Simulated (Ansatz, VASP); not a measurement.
# One calculation of P, two programs

File INCAR:

```
ALGO     = Normal         # electronic algorithm
EDIFF    = 1E-6           # SCF threshold, eV
EDIFFG   = -0.01          # ionic threshold
ENCUT    = 600            # plane-wave cutoff, eV
GGA      = PE             # functional
IBRION   = 2              # ionic algorithm
ISIF     = 3              # what is computed and relaxed
ISMEAR   = 0              # smearing method
LASPH    = True           # aspherical terms in the spheres
LCHARG   = False          # write CHGCAR
LREAL    = False          # projectors in reciprocal space
LWAVE    = False          # write WAVECAR
NELM     = 100            # most SCF steps
NSW      = 100            # ionic steps
PREC     = Accurate       # precision mode
SIGMA    = 0.1            # smearing width, eV
```

The input KPOINTS:

```
k-points
0
Gamma
  12 12 8
```

POSCAR

```
P
1.0
    5.1128723744      0.0000000000      0.0000000000
   -2.5564361872      4.4278773625      0.0000000000
    0.0000000000      0.0000000000      5.3387981444
P
6
Direct
    0.2893327358      0.0000000000      0.5000000000
    0.0000000000      0.2893327358      0.8333333333
    0.7106672642      0.7106672642      0.1666666667
    0.7106672642      0.0000000000      0.5000000000
    0.0000000000      0.7106672642      0.8333333333
    0.2893327358      0.2893327358      0.1666666667
```

Input for Ansatz:

```yaml
crystal:
  lattice:
    - [5.1128723744, 0.0, 0.0]
    - [-2.5564361872, 4.4278773625, 0.0]
    - [0.0, 0.0, 5.3387981444]
  atoms:
    - { symbol: P, position: [0.2893327358, 0.0, 0.5] }
    - { symbol: P, position: [0.0, 0.2893327358, 0.8333333333] }
    - { symbol: P, position: [0.7106672642, 0.7106672642, 0.1666666667] }
    - { symbol: P, position: [0.7106672642, 0.0, 0.5] }
    - { symbol: P, position: [0.0, 0.7106672642, 0.8333333333] }
    - { symbol: P, position: [0.2893327358, 0.2893327358, 0.1666666667] }
basis:
  ecutwfc: 420
kpoints:
  mp_grid: { grid: [12, 12, 8] }
hamiltonian:
  xc: pbe
scf:
  occupations: { method: gaussian, width: 0.1 }
output:
  forces: true
  stress: true
  eigenvalues: true
relax:
  adjacent_minimum: "off"
  f_tol: 0.01
  max_steps: 80
  cell: { stress_tol: 0.05 }
```

Alike in both runs: task relaxation of cell and atoms; functional PBE; k mesh 12 × 12 × 8; occupations gaussian, width 0.1 eV; no spin polarisation.

|  | VASP | Ansatz |
| --- | --- | --- |
| version | VASP 6.6.1 | Ansatz 0.2.0 |
| potentials or method | VASP PAW PBE potentials, release 64 (P), cutoff 600 eV | scalar-relativistic, plane waves, PAW |
| valence electrons in the cell | 30 | 30 |

|  | VASP | Ansatz | Ansatz less VASP |
| --- | --- | --- | --- |
| gap on the k mesh at the Fermi level, each at its own relaxed structure (eV) | none | none | - |
| relaxed volume (Å³/atom) | 20.04 | 20.08 | +0.046 |
| relaxed length of the cell vector where the two differ most in proportion (Å) | 5.298 | 5.303 | +0.0051 |

A gap of «none» marks a metal or a gap that the smearing closes.
